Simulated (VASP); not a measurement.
# SnO (Pm) in VASP: single point with PBE+D3(BJ)

Aim: the single point of SnO with PBE+D3(BJ).

Program: VASP 6.6.1. These are calculated values, not measurements. Logs are shortened: lines on timing, memory, paths and dates and some standing lists are left out, and cuts for length are marked.

## Step 1: The cell of the first run

Symmetry: Pm, No. 6, monoclinic system. Conventional cell: a = 3.837 Å, b = 3.837 Å, c = 9.555 Å, α = 90.00°, β = 94.61°, γ = 90.00°. Sn (site symmetry m) has 4 O at 2.24 Å within 3.0 Å. Within 3.0 Å of Sn (site symmetry m) lie 4 O at 2.24 Å. Within 2.2 Å of Sn (site symmetry m) lie 1 O at 1.63 Å. Within 3.0 Å of Sn (site symmetry m) lie 4 O at 2.24 Å. O (site symmetry m) has 4 Sn at 2.24 Å and 4 O at 2.71 Å within 3.0 Å. Within 2.3 Å of O (site symmetry m) lie 3 Sn at 1.63 to 2.24 Å. Within 3.0 Å of O (site symmetry m) lie 4 Sn at 2.24 Å and 4 O at 2.71 Å. O (site symmetry m) has 4 Sn at 2.24 to 2.37 Å and 4 O at 2.71 Å within 3.0 Å.

## Step 2: Single point, PBE+D3(BJ)

File INCAR:

```
PREC = Accurate
ENCUT = 520
EDIFF = 1E-7
ISMEAR = 0
SIGMA = 0.15
LREAL = F
LASPH = T
NELM = 60
ALGO = Normal
ISIF = 2
LWAVE = F
LCHARG = T
GGA = PE
IVDW = 12
LELF = T
LVHAR = T
NBANDS = 50
```

File KPOINTS:

```
regular mesh
0
Gamma
  12 12 5
```

File POSCAR:

```
SnO
1.0
   -3.8370962910      0.0000000000      0.0000000000
    0.0000000000     -3.8370962910      0.0000000000
   -0.7674192582      0.0000000000      9.5242595951
Sn O
4 4
Direct
    0.8635157853      0.5000000000      0.6824210734
    0.9635157853      0.5000000000      0.1824210734
    0.3121642147      1.0000000000      0.9391789266
    0.4121642147      1.0000000000      0.4391789266
   -0.1121600000      0.0000000000      0.5608000000
   -0.0121600000      0.0000000000      0.0608000000
    0.3878400000      0.5000000000      0.5608000000
    0.4878400000      0.5000000000      0.0608000000
```

Potentials or basis: VASP PAW PBE potentials, release 64 (Sn_d, O).

Launch:

```sh
$ cat potpaw_PBE.64/Sn_d/POTCAR potpaw_PBE.64/O/POTCAR > POTCAR
$ mpirun -np 1 vasp_std > vasp.out
```

OUTCAR:

```text
PREC = Accurate
   ENCUT = 520
   EDIFF = 1E-7
   ISMEAR = 0
   LREAL = F
   LASPH = T
   NELM = 60
   ISIF = 2
   GGA = PE
   IVDW = 12
 IVDW          = 12

 ion  position               nearest neighbor table
   1  0.864  0.500  0.682-   7 2.24   5 2.24   5 2.24   7 2.24   4 3.57   4 3.57   4 3.57   4 3.57
                             3 3.65   3 3.65   3 3.65   3 3.65
   2  0.964  0.500  0.182-   8 2.24   6 2.24   6 2.24   8 2.24   3 3.22   3 3.22   4 3.65   4 3.65
                             4 3.65   4 3.65
   3  0.312  0.000  0.939-   6 1.63   8 2.37   8 2.37   2 3.22   2 3.22   1 3.65   1 3.65   1 3.65
                             1 3.65
   4  0.412  0.000  0.439-   5 2.24   7 2.24   7 2.24   5 2.24   1 3.57   1 3.57   1 3.57   1 3.57
                             2 3.65   2 3.65   2 3.65   2 3.65
   5  0.888  0.000  0.561-   4 2.24   1 2.24   1 2.24   4 2.24
   6  0.988  0.000  0.061-   3 1.63   2 2.24   2 2.24
   7  0.388  0.500  0.561-   1 2.24   4 2.24   4 2.24   1 2.24
   8  0.488  0.500  0.061-   2 2.24   2 2.24   3 2.37   3 2.37

  LATTYP: Found a simple monoclinic cell.
 ALAT       =     3.8370962910
 B/A-ratio  =     1.0000000000
 C/A-ratio  =     2.4901973619
 COS(beta)  =    -0.0803149192

  Lattice vectors:

 A1 = (  -3.8370962910,   0.0000000000,   0.0000000000)
 A2 = (   0.0000000000,   3.8370962910,   0.0000000000)
 A3 = (   0.7674192582,   0.0000000000,  -9.5242595951)

Analysis of symmetry for initial positions (statically):
=====================================================================
 Subroutine PRICEL returns:
 Original cell was already a primitive cell.

 Routine SETGRP: Setting up the symmetry group for a
 simple monoclinic supercell.

 Subroutine GETGRP returns: Found  2 space group operations
 (whereof  2 operations were pure point group operations)
 out of a pool of  4 trial point group operations.

The static configuration has the point symmetry C_1h.

Analysis of symmetry for dynamics (positions and initial velocities):
=====================================================================
 Subroutine PRICEL returns:
 Original cell was already a primitive cell.

 Routine SETGRP: Setting up the symmetry group for a
 simple monoclinic supercell.

 Subroutine GETGRP returns: Found  2 space group operations
 (whereof  2 operations were pure point group operations)
 out of a pool of  4 trial point group operations.

The dynamic configuration has the point symmetry C_1h.

[... 115 lines left out ...]
   NFREE  =      0    steps in history (QN), initial steepest desc. (CG)
   ISIF   =      2    stress and relaxation
   ISYM   =      2    0-nonsym 1-usesym 2-fastsym
   POTIM  = 0.5000    time-step for ionic-motion
   TEBEG  =    0.0;   TEEND  =   0.0 temperature during run
   PSTRESS=    0.0 pullay stress
   NELECT =      80.0000    total number of electrons
   NUPDOWN=      -1.0000    fix difference up-down
   EMIN   =  10.00;   EMAX   =-10.00  energy-range for DOS
   EFERMI =   0.00;   METHOD = LEGACY
   ISMEAR =     0;   SIGMA  =   0.15  broadening in eV -4-tet -1-fermi 0-gaus
   EFERMI_NEDOS =   21; number of points for ismear=-14 and -15
   IALGO  =     38    algorithm
   IMIX   =      4    mixing-type and parameters
     AMIX     =   0.40;   BMIX     =  1.00
     AMIX_MAG =   1.60;   BMIX_MAG =  1.00
  volume/ion in A,a.u.               =      17.53       118.29
  Fermi-wavevector in a.u.,A,eV,Ry     =   1.357769  2.565812 25.082846  1.843537
  Thomas-Fermi vector in A             =   2.484659
   LORBIT       =      0    0 simple, 1 ext, 2 COOP (PROOUT), +10 PAW based schemes
   GGA     = PE    functional components
   LHFCALC =     F    Hartree Fock is set to
   AEXX    =    0.0000 exact exchange contribution
   IVDW    =    12    specifies the selected vdW correction
   LEPSILON=     F    determine dielectric tensor
   LRPA    =     F    only Hartree local field effects (RPA)
 non-spin polarized calculation
 Gauss-broadening in eV      SIGMA  =   0.15
  energy-cutoff  :      520.00
  volume of cell :      140.23
 maximum number of plane-waves:      3800
 NGX is ok and might be reduce to    30
   NGX = 15   NGY = 15   NGZ = 35

 number of electron      80.0000016 magnetization

 Free energy of the ion-electron system (eV)
  ---------------------------------------------------
  ext. energy  EPLUGINS =         0.00000000
  ---------------------------------------------------
  free energy    TOTEN  =       -42.32890162 eV

  energy without entropy =      -42.32603669  energy(sigma->0) =      -42.32746915

 E-fermi :   7.2044     XC(G=0): -10.2484

 val. band max:        7.1419302687   @ k =   0.5000   0.5000   0.0000
 cond. band min:       7.2309880759   @ k =   0.5000   0.5000   0.2000
 fundamental gap:      0.0890578072
 Fermi energy:         7.2044029958

 k-point     1 :       0.0000    0.0000    0.0000
  band No.  band energies     occupation
      1     -16.8050      2.00000
      2     -14.8335      2.00000
      3     -14.7255      2.00000
      4     -14.6620      2.00000
      5     -14.5729      2.00000
      6     -14.5638      2.00000
[... 1261 lines left out ...]
     49      13.0759      0.00000
     50      13.4099      0.00000

 [... further k-points ...]

------------------------ aborting loop because EDIFF is reached ----------------------------------------

 Edisp (eV)   -1.87942

 E8    (eV) :    -0.8160

  FORCE on cell =-STRESS in cart. coord.  units (eV):
  Direction    XX          YY          ZZ          XY          YZ          ZX
  --------------------------------------------------------------------------------------
  -------------------------------------------------------------------------------------
  Total      12.28086     1.11754    14.04950     0.00000     0.00000    15.39774
  in kB     140.31455    12.76845   160.52206     0.00000     0.00000   175.92634
  external pressure =      104.54 kB  Pullay stress =        0.00 kB

 VOLUME and BASIS-vectors are now :
 -----------------------------------------------------------------------------
  energy-cutoff  :      520.00
  volume of cell :      140.23
      direct lattice vectors                 reciprocal lattice vectors
    -3.837096291  0.000000000  0.000000000    -0.260613736  0.000000000 -0.020999008
     0.000000000 -3.837096291  0.000000000     0.000000000 -0.260613736  0.000000000
    -0.767419258  0.000000000  9.524259595     0.000000000  0.000000000  0.104995038

 POSITION                                       TOTAL-FORCE (eV/Angst)
 -----------------------------------------------------------------------------------
     -3.83710     -1.91855      6.49956        -0.050945      0.000000      0.205888
     -3.83710     -1.91855      1.73743         0.656899      0.000000      0.693650
     -1.91855      0.00000      8.94498       -11.879752      0.000000    -11.462779
     -1.91855      0.00000      4.18285        -0.014893      0.000000      0.029640
     -3.83710      0.00000      5.34120         0.032044      0.000000     -0.107172
     -3.83710      0.00000      0.57907        10.635264      0.000000     11.037017
     -1.91855     -1.91855      5.34120        -0.117754      0.000000     -0.127819
     -1.91855     -1.91855      0.57907         0.739137      0.000000     -0.268426
 -----------------------------------------------------------------------------------
    total drift:                               -0.000199     -0.000000     -0.001624

  FREE ENERGIE OF THE ION-ELECTRON SYSTEM (eV)
  ---------------------------------------------------
  free  energy   TOTEN  =       -44.2083181230 eV

  energy  without entropy=      -44.2054531906  energy(sigma->0) =      -44.20688566
```

Wall time 14 min (1 thread of Intel Xeon 6975P-C (Granite Rapids), shared host); peak memory 1 GiB.

What came out:

- Free energy: -44.2083 eV
- Pressure: 10.5 GPa
- Largest force: 16.508 eV/Å
- Band gap on the k mesh: zero (bands 40 and 41 overlap by 0.04 eV)
- Dispersion energy per atom: -0.235 eV

Forces in eV/Å, atoms in the order of the input:
```
Sn   -0.051   0.000   0.206
Sn    0.657   0.000   0.694
Sn  -11.880   0.000 -11.463
Sn   -0.015   0.000   0.030
O     0.032   0.000  -0.107
O    10.635   0.000  11.037
O    -0.118   0.000  -0.128
O     0.739   0.000  -0.268
```

Caveat: the cell stands under pressure; semilocal functionals underestimate gaps, so a narrow gap can read as zero; spin-orbit coupling is left out, which moves the levels of the heavy elements; forces of over 1 eV/Å act on the atoms, so gaps and moduli don't describe the material at rest.
